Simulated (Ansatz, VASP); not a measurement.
SnO2 in VASP and in Ansatz

```
Sn O
1.0
     4.86576    0.00000    0.00000
     0.00000    4.86577    0.00000
     0.00000    0.00000    3.44252
Sn O
2 4
Direct
  0.50000 0.50000 0.50000
  0.00000 0.00000 0.00000
  0.30815 0.30817 0.00000
  0.80815 0.19183 0.50000
  0.19185 0.80817 0.50000
  0.69185 0.69183 0.00000
```

Alike in both runs: functional PBE; k mesh 6 × 6 × 10; occupations gaussian, width 0.05 eV; no spin polarisation.

Ansatz relaxed the structure, and its values are those at the end. VASP's run is a single point on that final structure, the one shown.

|  | VASP | Ansatz |
| --- | --- | --- |
| version | VASP 6.6.1 | Ansatz 0.2.0 |
| potentials or method | VASP PAW PBE potentials, release 64 (Sn_d, O), cutoff 520 eV | scalar-relativistic, plane waves, PAW |
| valence electrons in the cell | 52 | 52 |

|  | VASP | Ansatz | Ansatz less VASP |
| --- | --- | --- | --- |
| gap on the k mesh at the Fermi level (eV) | 0.07 | 0.07 | 0.000 |
| least direct gap on the mesh (eV) | 0.29 | 0.28 | -0.014 |
| pressure (GPa) | -12.0 | -12.5 | -0.42 |

Ansatz's warnings: stress scf threshold loose.
